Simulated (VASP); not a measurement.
Wanted: the native input for a VASP 6.6.1 run.

```
Task                   : relaxation of the atoms
Functional             : r2SCAN
Potentials or basis    : VASP PAW PBE potentials, release 64 (Pb_d, S)
Cutoff                 : 520 eV
k mesh                 : 8 × 8 × 8
Occupations            : fermi-dirac, width 0.02 eV
Spin                   : no spin polarisation
Dipole correction      : no
Further INCAR settings : ALGO = Normal; EDIFF = 1e-07; IBRION = 2; EDIFFG = -0.01; NSW = 50
```

PbS (Galena):

```xyz
2
Lattice="0.0000 3.0272 3.0272 3.0272 0.0000 3.0272 3.0272 3.0272 0.0000" Properties=species:S:1:pos:R:3 pbc="T T T"
Pb    0.0000    0.0000    0.0000
S     3.0272    3.0272    3.0272
```

One way to write it, as run:

POSCAR

```
PbS
1.0
    0.0000000000      3.0272162000      3.0272162000
    3.0272162000      0.0000000000      3.0272162000
    3.0272162000      3.0272162000      0.0000000000
Pb S
1 1
Direct
    0.0000000000      0.0000000000      0.0000000000
    0.5000000000      0.5000000000      0.5000000000
```

INCAR.step1

```
  PREC = Accurate
  ENCUT = 520
  ISMEAR = -1
  SIGMA = 0.02
  LREAL = F
  LASPH = T
  NELM = 60
  GGA = PE
  ALGO = Normal
  EDIFF = 1E-4
  LWAVE = T
  LCHARG = F
```

INCAR.step2

```
  PREC = Accurate
  ENCUT = 520
  EDIFF = 1E-7
  ISMEAR = -1
  SIGMA = 0.02
  LREAL = F
  LASPH = T
  NELM = 60
  ALGO = Normal
  ISIF = 2
  LWAVE = F
  LCHARG = F
  METAGGA = R2SCAN
  LMIXTAU = T
  IBRION = 2
  NSW = 50
  EDIFFG = -0.01
  ISTART = 1
```

KPOINTS

```
regular mesh
0
Gamma
  8 8 8
```

Potentials or basis: VASP PAW PBE potentials, release 64 (Pb_d, S).

The run is started by

```bash
$ cat potpaw_PBE.64/Pb_d/POTCAR potpaw_PBE.64/S/POTCAR > POTCAR
$ cp INCAR.step1 INCAR
$ mpirun -np 1 vasp_std > vasp.out
$ cp INCAR.step2 INCAR
$ mpirun -np 1 vasp_std > vasp.out
```

Results of the run:

```yaml
Pressure_after_relaxing: -2.1 GPa
Band_gap_on_the_k_mesh: 0.84 eV, direct
```

Caveat: the relaxation stopped at its first step, so nothing moved; the PAW data sets were made with another functional, which shifts forces and pressure a little; spin-orbit coupling is left out, which moves the levels of the heavy elements.

Run time: 120 s on 1 thread of Oxide Virtual Turin-like Processor, on a shared host, peak memory 0.16 GiB.
